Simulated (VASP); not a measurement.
Wanted: the native input for a VASP 6.6.1 run.

```
Task                   : relaxation of cell and atoms
Functional             : PBE
Potentials or basis    : VASP PAW PBE potentials, release 64 (Sc_sv)
Cutoff                 : 600 eV
k mesh                 : 14 × 14 × 14
Occupations            : gaussian, width 0.1 eV
Spin                   : no spin polarisation
Dipole correction      : no
Further INCAR settings : ALGO = Fast; EDIFF = 1e-07; IBRION = 2; EDIFFG = -0.01; NSW = 100; ISIF = 3
```

The structure of Sc lies in POSCAR:

```
Sc
1.0
    2.9696679687      0.0000000000      0.0000000000
    0.0000000000      2.9696679687      0.0000000000
    0.0000000000      0.0000000000      2.9696679687
Sc
1
Direct
    0.0000000000      0.0000000000      0.0000000000
```

The input as run:

INCAR

```
PREC = Accurate ; ENCUT = 600
EDIFF = 1E-7 ; ISMEAR = 0
SIGMA = 0.1 ; LREAL = F
LASPH = T ; NELM = 60
ALGO = Fast ; ISIF = 3
LWAVE = F ; LCHARG = F
GGA = PE ; IBRION = 2
NSW = 100 ; EDIFFG = -0.01
```

KPOINTS

```
Automatic mesh
0
Gamma
  14 14 14
```

Potentials or basis: VASP PAW PBE potentials, release 64 (Sc_sv).

Launch:

```sh
$ cat potpaw_PBE.64/Sc_sv/POTCAR > POTCAR
$ mpirun -np 1 vasp_std > vasp.out
```

It gave:

```yaml
Relaxed_volume: 26.11 Å³/atom
Relaxed_cell: a = 2.967 Å, b = 2.967 Å, c = 2.967 Å, α = 90.00°, β = 90.00°, γ = 90.00°
Space_group_after_relaxing_to_0.05_Å: Pm-3m (No. 221)
Energy_gained_by_relaxing: 0.0 meV/atom
Ionic_steps: 2
Pressure_after_relaxing: 0.0 GPa
```

It took 29 s on 1 thread of Intel(R) Xeon(R) Platinum 8259CL CPU @ 2.50GHz (Skylake/Cascade Lake), with other jobs on the host, peak memory 0.17 GiB.
